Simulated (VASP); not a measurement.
# Ba (Im-3m) in VASP: notebook

Runs on Ba. Level: PBE. Tasks: single point.

Everything below comes from runs of VASP 6.6.1. Logs are shortened: lines on timing, memory, paths and dates and some standing lists are left out, and cuts for length are marked.

## 1. The cell of the first run

The structure is cubic, space group Im-3m (No. 229). Conventional cell: a = 5.013 Å, b = 5.013 Å, c = 5.013 Å, α = 90.00°, β = 90.00°, γ = 90.00°. Within 5.7 Å of Ba (site symmetry m-3m) lie 14 Ba at 4.34 to 5.01 Å.

## 2. Single point, PBE

The input, INCAR:

```
PREC     = Accurate       # precision mode
ENCUT    = 520            # plane-wave cutoff, eV
EDIFF    = 1E-6           # SCF threshold, eV
ISMEAR   = -5             # smearing method
SIGMA    = 0.05           # smearing width, eV
LREAL    = F              # projectors in reciprocal space
LASPH    = T              # aspherical terms in the spheres
NELM     = 100            # most SCF steps
ALGO     = Normal         # electronic algorithm
ISIF     = 2              # what is computed and relaxed
LWAVE    = F              # write WAVECAR
LCHARG   = F              # write CHGCAR
GGA      = PE             # functional
NBANDS   = 11             # bands
```

The input, KPOINTS:

```
regular mesh
0
Gamma
  8 8 8
```

The input, POSCAR:

```
Ba
1.0
    4.3413853500      0.0000000000      0.0000000000
   -1.4471284497      4.0930973611      0.0000000000
   -1.4471284497     -2.0465486799      3.5447262953
Ba
1
Direct
    0.0000000000      0.0000000000      0.0000000000
```

Potentials or basis: VASP PAW PBE potentials, release 64 (Ba_sv).

Started as:

```sh
$ cat potpaw_PBE.64/Ba_sv/POTCAR > POTCAR
$ mpirun -np 1 vasp_std > vasp.out
```

OUTCAR:

```text
PREC = Accurate
   ENCUT = 520
   EDIFF = 1E-6
   ISMEAR = -5
   LREAL = F
   LASPH = T
   NELM = 100
   ISIF = 2
   GGA = PE

 ion  position               nearest neighbor table
   1  0.000  0.000  0.000-

  LATTYP: Found a body centered cubic cell.
 ALAT       =     5.0130000010

  Lattice vectors:

 A1 = (   4.3413853500,   0.0000000000,   0.0000000000)
 A2 = (  -1.4471284497,   4.0930973611,   0.0000000000)
 A3 = (  -1.4471284497,  -2.0465486799,   3.5447262953)

Analysis of symmetry for initial positions (statically):
=====================================================================
 Subroutine PRICEL returns:
 Original cell was already a primitive cell.

 Routine SETGRP: Setting up the symmetry group for a
 body centered cubic supercell.

 Subroutine GETGRP returns: Found 48 space group operations
 (whereof 48 operations were pure point group operations)
 out of a pool of 48 trial point group operations.

The static configuration has the point symmetry O_h .

Analysis of symmetry for dynamics (positions and initial velocities):
=====================================================================
 Subroutine PRICEL returns:
 Original cell was already a primitive cell.

 Routine SETGRP: Setting up the symmetry group for a
 body centered cubic supercell.

 Subroutine GETGRP returns: Found 48 space group operations
 (whereof 48 operations were pure point group operations)
 out of a pool of 48 trial point group operations.

The dynamic configuration has the point symmetry O_h .

 Subroutine INISYM returns: Found 48 space group operations
 (whereof 48 operations are pure point group operations),
 and found     1 'primitive' translations

----------------------------------------------------------------------------------------

                                     Primitive cell

  volume of cell :      62.9888

  direct lattice vectors                    reciprocal lattice vectors
     4.341385350  0.000000000  0.000000000     0.230341220  0.081437919  0.141054614
    -1.447128450  4.093097361  0.000000000     0.000000000  0.244313758  0.141054614
    -1.447128450 -2.046548680  3.544726295     0.000000000  0.000000000  0.282109228

  length of vectors
     4.341385350  4.341385350  4.341385350     0.282109228  0.282109228  0.282109228

  position of ions in fractional coordinates (direct lattice)
     0.000000000  0.000000000  0.000000000

  ion indices of the primitive-cell ions
   primitive index   ion index
                 1           1

----------------------------------------------------------------------------------------

 KPOINTS: regular mesh

Automatic generation of k-mesh.
 Grid dimensions read from file:
 generate k-points for:    8    8    8

 Generating k-lattice:

  Cartesian coordinates                     Fractional coordinates (reciprocal lattice)
     0.028792653  0.010179740  0.017631827     0.125000000  0.000000000 -0.000000000
     0.000000000  0.030539220  0.017631827     0.000000000  0.125000000 -0.000000000
     0.000000000  0.000000000  0.035263654     0.000000000  0.000000000  0.125000000

  Length of vectors
     0.035263654  0.035263654  0.035263654

  Shift w.r.t. Gamma in fractional coordinates (k-lattice)
     0.000000000  0.000000000  0.000000000

 TETIRR: Found    513 inequivalent tetrahedra from     3072

 Subroutine IBZKPT returns following result:
 ===========================================

 Found     29 irreducible k-points:

 Following reciprocal coordinates:
            Coordinates               Weight
  0.000000  0.000000  0.000000      1.000000
  0.125000  0.000000  0.000000     12.000000
  0.250000  0.000000  0.000000     12.000000
  0.375000 -0.000000  0.000000     12.000000
  0.500000  0.000000  0.000000      6.000000
  0.125000  0.125000 -0.000000     24.000000
[... 16 lines left out ...]
 -0.250000  0.250000  0.250000      6.000000
 -0.375000  0.375000  0.250000     24.000000
 [... further k-points ...]
   k-points           NKPTS =     29   k-points in BZ     NKDIM =     29   number of bands    NBANDS=     11
   number of dos      NEDOS =    301   number of ions     NIONS =      1
   total plane-waves  NPLWV =  32768
   dimension x,y,z NGX =    32 NGY =   32 NGZ =   32
   dimension x,y,z NGXF=    64 NGYF=   64 NGZF=   64
   ions per type =               1
   NGX,Y,Z   is equivalent  to a cutoff of  12.25, 12.25, 12.25 a.u.
   NGXF,Y,Z  is equivalent  to a cutoff of  24.51, 24.51, 24.51 a.u.
 SYSTEM =  unknown system
   PREC   = accura    normal or accurate (medium, high low for compatibility)
   ISTART =      0    job   : 0-new  1-cont  2-samecut
   ICHARG =      2    charge: 1-file 2-atom 10-const
   ISPIN  =      1    spin polarized calculation?
   LNONCOLLINEAR =      F non collinear calculations
   LSORBIT =      F    spin-orbit coupling
   LASPH  =      T    aspherical Exc in radial PAW
   ENCUT  =  520.0 eV  38.22 Ry    6.18 a.u.   8.07  8.07  8.07*2*pi/ulx,y,z
   NELM   =    100;   NELMIN=  2; NELMDL= -5     # of ELM steps
   EDIFF  = 0.1E-05   stopping-criterion for ELM
   LREAL  =      F    real-space projection
   EDIFFG = 0.1E-04   stopping-criterion for IOM
   NSW    =      0    number of steps for IOM
   IBRION =     -1    ionic relax: 0-MD 1-quasi-New 2-CG
   NFREE  =      0    steps in history (QN), initial steepest desc. (CG)
   ISIF   =      2    stress and relaxation
   ISYM   =      2    0-nonsym 1-usesym 2-fastsym
   POTIM  = 0.5000    time-step for ionic-motion
   TEBEG  =    0.0;   TEEND  =   0.0 temperature during run
   PSTRESS=    0.0 pullay stress
   NELECT =      10.0000    total number of electrons
   NUPDOWN=      -1.0000    fix difference up-down
   EMIN   =  10.00;   EMAX   =-10.00  energy-range for DOS
   EFERMI =   0.00;   METHOD = LEGACY
   ISMEAR =    -5;   SIGMA  =   0.05  broadening in eV -4-tet -1-fermi 0-gaus
   EFERMI_NEDOS =   21; number of points for ismear=-14 and -15
   IALGO  =     38    algorithm
   IMIX   =      4    mixing-type and parameters
     AMIX     =   0.40;   BMIX     =  1.00
     AMIX_MAG =   1.60;   BMIX_MAG =  1.00
  volume/ion in A,a.u.               =      62.99       425.07
  Fermi-wavevector in a.u.,A,eV,Ry     =   0.886449  1.675146 10.691349  0.785792
  Thomas-Fermi vector in A             =   2.007617
   LORBIT       =      0    0 simple, 1 ext, 2 COOP (PROOUT), +10 PAW based schemes
   GGA     = PE    functional components
   LHFCALC =     F    Hartree Fock is set to
   AEXX    =    0.0000 exact exchange contribution
   IVDW    =     0    specifies the selected vdW correction
   LEPSILON=     F    determine dielectric tensor
   LRPA    =     F    only Hartree local field effects (RPA)
 non-spin polarized calculation
 Fermi weights with tetrahedron method with Bloechl corrections
  energy-cutoff  :      520.00
  volume of cell :       62.99
 maximum number of plane-waves:      1724
   NGX = 17   NGY = 17   NGZ = 17

 number of electron      10.0000000 magnetization

 number of electron       9.9999999 magnetization

 Free energy of the ion-electron system (eV)
  ---------------------------------------------------
  ext. energy  EPLUGINS =         0.00000000
  ---------------------------------------------------
  free energy    TOTEN  =        -1.90999841 eV

  energy without entropy =       -1.90999841  energy(sigma->0) =       -1.90999841

 E-fermi :   1.5995     XC(G=0):  -7.4104

 val. band max:        1.5339317357   @ k =  -0.3750   0.5000   0.2500
 cond. band min:       1.5663868091   @ k =  -0.3750   0.5000   0.2500
 fundamental gap:      0.0324550734
 Fermi energy:         1.5995384541

 k-point     1 :       0.0000    0.0000    0.0000
  band No.  band energies     occupation
      1     -27.2368      2.00000
      2     -12.1860      2.00000
      3     -12.1860      2.00000
      4     -12.1860      2.00000
      5      -1.1053      2.00000
      6       3.4753      0.00000
      7       3.4753      0.00000
      8       3.4753      0.00000
      9       4.8815      0.00000
     10       4.8815      0.00000
     11       8.5809      0.00000

 k-point     2 :       0.1250    0.0000    0.0000
  band No.  band energies     occupation
      1     -27.2304      2.00000
      2     -12.2579      2.00000
      3     -12.2082      2.00000
      4     -12.1864      2.00000
      5      -0.8183      2.00000
      6       3.2505      0.00000
      7       3.3224      0.00000
      8       3.7720      0.00000
      9       4.5956      0.00000
     10       4.8691      0.00000
     11       8.8840      0.00000

 k-point     3 :       0.2500    0.0000    0.0000
  band No.  band energies     occupation
      1     -27.2151      2.00000
      2     -12.4248      2.00000
      3     -12.2610      2.00000
      4     -12.1875      2.00000
      5      -0.0944      2.00000
      6       2.8060      0.00000
      7       2.8123      0.00000
      8       4.6272      0.00000
      9       4.6373      0.00000
     10       4.9398      0.00000
     11       8.8979      0.00000

 k-point     4 :       0.3750   -0.0000    0.0000
  band No.  band energies     occupation
      1     -27.1998      2.00000
      2     -12.5829      2.00000
      3     -12.3128      2.00000
      4     -12.1886      2.00000
      5       0.5819      2.00000
      6       2.4635      0.00000
      7       2.6428      0.00000
      8       4.8719      0.00000
      9       5.2008      0.00000
     10       5.9041      0.00000
     11       7.8674      0.00000
[... 239 lines left out ...]
 k-point    22 :       0.2500    0.2500    0.2500
  band No.  band energies     occupation
      1     -27.1905      2.00000
      2     -12.4172      2.00000
      3     -12.4172      2.00000
      4     -12.4172      2.00000
      5       2.1668     -0.26446
      6       2.1668      0.00000
      7       2.1668      0.00000
      8       5.4458      0.00000
      9       5.5298      0.00000
     10       5.5298      0.00000
     11       8.4249      0.00000

 k-point    23 :      -0.2500    0.2500    0.2500
  band No.  band energies     occupation
      1     -27.1963      2.00000
      2     -12.4338      2.00000
      3     -12.3423      2.00000
      4     -12.3423      2.00000
      5       0.7450      2.00000
      6       2.3984     -0.02341
      7       3.5172      0.00000
      8       3.5172      0.00000
      9       4.5905      0.00000
     10       5.2770      0.00000
     11       8.6208      0.00000

 k-point    24 :      -0.3750    0.3750    0.2500
  band No.  band energies     occupation
      1     -27.1829      2.00000
      2     -12.5287      2.00000
      3     -12.3983      2.00000
      4     -12.3563      2.00000
      5       1.2977      2.00374
      6       1.8780     -0.03248
      7       3.5217      0.00000
      8       3.7458      0.00000
      9       5.1964      0.00000
     10       5.6028      0.00000
     11       8.7781      0.00000

 [... further k-points ...]
[... 5 lines left out ...]
  --------------------------------------------------------------------------------------
  -------------------------------------------------------------------------------------
  Total        0.0620806      0.0620806      0.0620806      0.0000000      0.0000000      0.0000000
  in kB        1.5790781      1.5790781      1.5790781      0.0000000      0.0000000      0.0000000
  external PRESSURE =       1.5790781 kB  Pullay stress =       0.0000000 kB

 VOLUME and BASIS-vectors are now :
 -----------------------------------------------------------------------------
  energy-cutoff  :      520.00
  volume of cell :       62.99
      direct lattice vectors                 reciprocal lattice vectors
     4.341385350  0.000000000  0.000000000     0.230341220  0.081437919  0.141054614
    -1.447128450  4.093097361  0.000000000     0.000000000  0.244313758  0.141054614
    -1.447128450 -2.046548680  3.544726295     0.000000000  0.000000000  0.282109228

 POSITION                                       TOTAL-FORCE (eV/Angst)
 -----------------------------------------------------------------------------------
      0.00000      0.00000      0.00000         0.000000     -0.000000      0.000000
 -----------------------------------------------------------------------------------
    total drift:                               -0.000000      0.000000      0.000000

  FREE ENERGIE OF THE ION-ELECTRON SYSTEM (eV)
  ---------------------------------------------------
  free  energy   TOTEN  =        -1.9099984137 eV

  energy  without entropy=       -1.9099984137  energy(sigma->0) =       -1.90999841
```

Run time: 5.1 s. Hardware: 1 thread of Intel Xeon 6975P-C (Granite Rapids), shared host; peak memory 0.17 GiB.

Results:

| Property | Result |
| --- | --- |
| Free energy | -1.9100 eV |
| Pressure | 0.2 GPa |
| Band gap on the k mesh | zero (band 5 reaches 2.17 eV, above the bottom of band 6 at 1.10 eV) |

Caveat: spin-orbit coupling is left out, which moves the levels of the heavy elements; tetrahedron occupations give inexact forces and stress in metals.

## 3. Single point, PBE (volume scaled by 1.02)

The input, INCAR:

```
SYSTEM = Ba
PREC = Accurate
ENCUT = 520
EDIFF = 1E-6
ISMEAR = -5
SIGMA = 0.05
LREAL = .FALSE.
LASPH = .TRUE.
NELM = 60
ALGO = Normal
ISIF = 2
LWAVE = .FALSE.
LCHARG = .FALSE.
GGA = PE
NBANDS = 11
```

The input, KPOINTS:

```
regular mesh
0
G
  8 8 8
  0 0 0
```

The input, POSCAR:

```
Ba
1.0
    4.3701370843      0.0000000000      0.0000000000
   -1.4567123611      4.1202047561      0.0000000000
   -1.4567123611     -2.0601023774      3.5682019880
Ba
1
Direct
    0.0000000000      0.0000000000      0.0000000000
```

Potentials or basis: VASP PAW PBE potentials, release 64 (Ba_sv).

Started as:

```sh
$ cat potpaw_PBE.64/Ba_sv/POTCAR > POTCAR
$ mpirun -np 1 vasp_std > vasp.out
```

It took 7.2 s on 1 thread of Intel Xeon 6975P-C (Granite Rapids), shared host; peak memory 0.2 GiB.

Results (log left out):

```yaml
Free_energy: -1.9099 eV
Pressure: 0.0 GPa
Band_gap_on_the_k_mesh: zero (band 5 reaches 2.08 eV, above the bottom of band 6 at 1.07 eV)
```

Levels at points of the mesh, in eV from the Fermi level:
| k point | band 1 | band 2 | band 3 | band 4 | band 5 | band 6 | band 7 | band 8 | band 9 | band 10 |
| --- | --- | --- | --- | --- | --- | --- | --- | --- | --- | --- |
| (0.00, 0.00, 0.00) | -28.87 | -13.83 | -13.83 | -13.83 | -2.70 | 1.85 | 1.85 | 1.85 | 3.23 | 3.23 |
| (0.50, 0.00, 0.00) | -28.83 | -14.26 | -13.97 | -13.83 | -0.83 | 0.74 | 1.24 | 3.19 | 3.76 | 5.16 |
| (0.50, 0.50, 0.50) | -28.80 | -14.13 | -14.13 | -14.13 | -0.47 | -0.47 | 4.31 | 4.31 | 4.31 | 4.69 |

Caveat: spin-orbit coupling is left out, which moves the levels of the heavy elements; tetrahedron occupations give inexact forces and stress in metals.

## 4. Single point, PBE (volume scaled by 1.04)

The input, INCAR:

```
SYSTEM = Ba
ALGO = Fast
EDIFF = 1E-6
ENCUT = 520
GGA = PE
ISIF = 2
ISMEAR = -5
LASPH = .True.
LCHARG = .False.
LREAL = .False.
LWAVE = .False.
NBANDS = 11
NELM = 80
PREC = Accurate
SIGMA = 0.05
```

The input, KPOINTS:

```
k-points
0
Gamma
  8 8 8
  0 0 0
```

The input, POSCAR:

```
Ba
1.0
    4.3985153930      0.0000000000      0.0000000000
   -1.4661717973      4.1469600822      0.0000000000
   -1.4661717973     -2.0734800404      3.5913727801
Ba
1
Direct
    0.0000000000      0.0000000000      0.0000000000
```

Started as:

```sh
$ cat potpaw_PBE.64/Ba_sv/POTCAR > POTCAR
$ mpirun -np 1 vasp_std > vasp.out
```

Wall time 9.2 s (1 thread of Intel Xeon 6975P-C (Granite Rapids), shared host); peak memory 0.21 GiB.

Results (log left out):

- Free energy: -1.9085 eV
- Pressure: -0.2 GPa
- Band gap on the k mesh: zero (band 5 reaches 2.01 eV, above the bottom of band 6 at 1.03 eV)

Levels at points of the mesh, in eV from the Fermi level:
| k point | band 2 | band 3 | band 4 | band 5 | band 6 | band 7 | band 8 | band 9 |
| --- | --- | --- | --- | --- | --- | --- | --- | --- |
| (0.00, 0.00, 0.00) | -13.88 | -13.88 | -13.88 | -2.69 | 1.83 | 1.83 | 1.83 | 3.18 |
| (0.50, 0.00, 0.00) | -14.28 | -14.01 | -13.88 | -0.82 | 0.74 | 1.18 | 3.13 | 3.70 |
| (0.50, 0.50, 0.50) | -14.16 | -14.16 | -14.16 | -0.45 | -0.45 | 4.21 | 4.21 | 4.21 |

Caveat: spin-orbit coupling is left out, which moves the levels of the heavy elements; tetrahedron occupations give inexact forces and stress in metals.

## 5. The runs side by side

| cell | gap on the mesh (eV) | pressure (GPa) |
| --- | --- | --- |
| a = 4.341 Å, angles 109.5°, 1 atom | none | 0.2 |
| a = 4.370 Å, angles 109.5°, 1 atom | none | 0.0 |
| a = 4.399 Å, angles 109.5°, 1 atom | none | -0.2 |

Alike in all rows: task single point; level PBE; potentials or basis VASP PAW PBE potentials, release 64 (Ba_sv); no spin polarisation; k mesh 8 × 8 × 8; cutoff (eV) 520; smearing tetrahedron.

Caveats: spin-orbit coupling is left out, which moves the levels of the heavy elements; tetrahedron occupations give inexact forces and stress in metals.

Absolute energies hang on the potentials; compare differences alone.
